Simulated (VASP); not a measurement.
Set up this calculation in VASP 6.6.1, as the native input.

| Quantity | Value |
| --- | --- |
| Task | G0W0 quasiparticle levels |
| Functional | PBE |
| Potentials or basis | VASP PAW PBE potentials, release 64 (Ga_d_GW, N_GW) |
| Cutoff | 500 eV |
| k mesh | 4 × 4 × 4 |
| Occupations | gaussian, width 0.01 eV |
| Spin | no spin polarisation |
| Dipole correction | no |
| GW scheme | G0W0 |
| GW iterations | 1 |
| Cutoff of the response function | 80 |
| Frequency points | 48 |
| Empty bands | 38 |
| Further INCAR settings | ALGO = EVGW0; EDIFF = 1e-08; NBANDS = 47 |

The system is GaN (gw.c).

```
Ga N
1.0
     0.00000    2.27424    2.27424
     2.27424    0.00000    2.27424
     2.27424    2.27424    0.00000
Ga N
1 1
Direct
  0.00000 0.00000 0.00000
  0.75000 0.75000 0.75000
```

The input as run:

POSCAR

```
GaN
1.0
    0.0000000000      2.2742384986      2.2742384986
    2.2742384986      0.0000000000      2.2742384986
    2.2742384986      2.2742384986      0.0000000000
Ga N
1 1
Direct
    0.0000000000      0.0000000000      0.0000000000
    0.7500000000      0.7500000000      0.7500000000
```

INCAR.step1

```
SYSTEM = GaN
PREC = Accurate ; ENCUT = 500
EDIFF = 1E-8 ; ISMEAR = 0
SIGMA = 0.01 ; LREAL = .False.
LASPH = .True. ; NELM = 100
ALGO = Normal ; LWAVE = .True.
LCHARG = .False. ; GGA = PE
```

INCAR.step2

```
SYSTEM = GaN
PREC = Accurate ; ENCUT = 500
EDIFF = 1E-8 ; ISMEAR = 0
SIGMA = 0.01 ; LREAL = .False.
LASPH = .True. ; NELM = 1
ALGO = Exact ; LWAVE = .True.
LCHARG = .False. ; GGA = PE
NBANDS = 47 ; LOPTICS = .True.
ISTART = 1
```

INCAR.step3

```
SYSTEM = GaN
PREC = Accurate ; ENCUT = 500
EDIFF = 1E-8 ; ISMEAR = 0
SIGMA = 0.01 ; LREAL = .False.
LASPH = .True. ; ALGO = EVGW0
LWAVE = .False. ; LCHARG = .False.
GGA = PE ; NELMGW = 1
NBANDS = 47 ; ENCUTGW = 80.0
NOMEGA = 48 ; PRECFOCK = Fast
ISTART = 1 ; NBANDSGW = 17
```

KPOINTS

```
regular mesh
0
Gamma
  4 4 4
  0 0 0
```

Potentials or basis: VASP PAW PBE potentials, release 64 (Ga_d_GW, N_GW).

The run is started by

```bash
$ cat potpaw_PBE.64/Ga_d_GW/POTCAR potpaw_PBE.64/N_GW/POTCAR > POTCAR
$ cp INCAR.step1 INCAR
$ mpirun -np 1 vasp_std > vasp.out
$ cp INCAR.step2 INCAR
$ mpirun -np 1 vasp_std > vasp.out
$ cp INCAR.step3 INCAR
$ mpirun -np 1 vasp_std > vasp.out
```

It gave:

| Quantity | Value |
| --- | --- |
| Band gap on the k mesh, mean-field level | 1.53 eV, direct |
| Quasiparticle gap | 2.44 eV |
| Least direct quasiparticle gap | 2.44 eV |

Caveat: the k points lie up to 0.60 Å⁻¹ apart; bands, screening cutoff and mesh are small and nothing is extrapolated, so the quasiparticle values aren't converged.

Wall time 66 s on 1 thread of Intel Xeon 8259CL (shared host), peak memory 0.22 GiB.
